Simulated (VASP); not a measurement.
A run of VASP 6.6.1 is set up as follows.

The input INCAR:

```
ALGO     = Normal         # electronic algorithm
EDIFF    = 1E-6           # SCF threshold, eV
ENCUT    = 520            # plane-wave cutoff, eV
GGA      = PE             # functional
ISIF     = 2              # what is computed and relaxed
ISMEAR   = 0              # smearing method
ISPIN    = 2              # spin polarisation
LASPH    = T              # aspherical terms in the spheres
LCHARG   = F              # write CHGCAR
LMAXMIX  = 4              # l up to which the mixer works
LORBIT   = 11             # projections on sites
LREAL    = F              # projectors in reciprocal space
LWAVE    = F              # write WAVECAR
MAGMOM   = 1.09 1.09 1.09 1.09 0 0 0 0 # initial moments
NBANDS   = 48             # bands
NELM     = 150            # most SCF steps
PREC     = Accurate       # precision mode
SIGMA    = 0.2            # smearing width, eV
```

Contents of KPOINTS:

```
k-points
0
Gamma
  6 6 6
```

POSCAR

```
MnSi
1.0
    4.5175781726      0.0000000000      0.0000000000
    0.0000000000      4.5175781726      0.0000000000
    0.0000000000      0.0000000000      4.5175781726
Mn Si
4 4
Direct
    0.1364403843      0.1364403843      0.1364403843
    0.3635596157      0.8635596157      0.6364403843
    0.6364403843      0.3635596157      0.8635596157
    0.8635596157      0.6364403843      0.3635596157
    0.8452910460      0.8452910460      0.8452910460
    0.6547089540      0.1547089540      0.3452910460
    0.3452910460      0.6547089540      0.1547089540
    0.1547089540      0.3452910460      0.6547089540
```

Potentials or basis: VASP PAW PBE potentials, release 64 (Mn_pv, Si).

Run with:

```sh
$ cat potpaw_PBE.64/Mn_pv/POTCAR potpaw_PBE.64/Si/POTCAR > POTCAR
$ mpirun -np 1 vasp_std > vasp.out
```

Question: Estimate the largest force.

Answer: 0.021 eV/Å.

Question: Estimate the pressure.

Answer: -0.1 GPa.

Forces on the atoms (eV/Å):
```
Mn   0.012  0.012  0.012
Mn  -0.012 -0.012  0.012
Mn   0.012 -0.012 -0.012
Mn  -0.012  0.012 -0.012
Si  -0.011 -0.011 -0.011
Si   0.011  0.011 -0.011
Si  -0.011  0.011  0.011
Si   0.011 -0.011  0.011
```
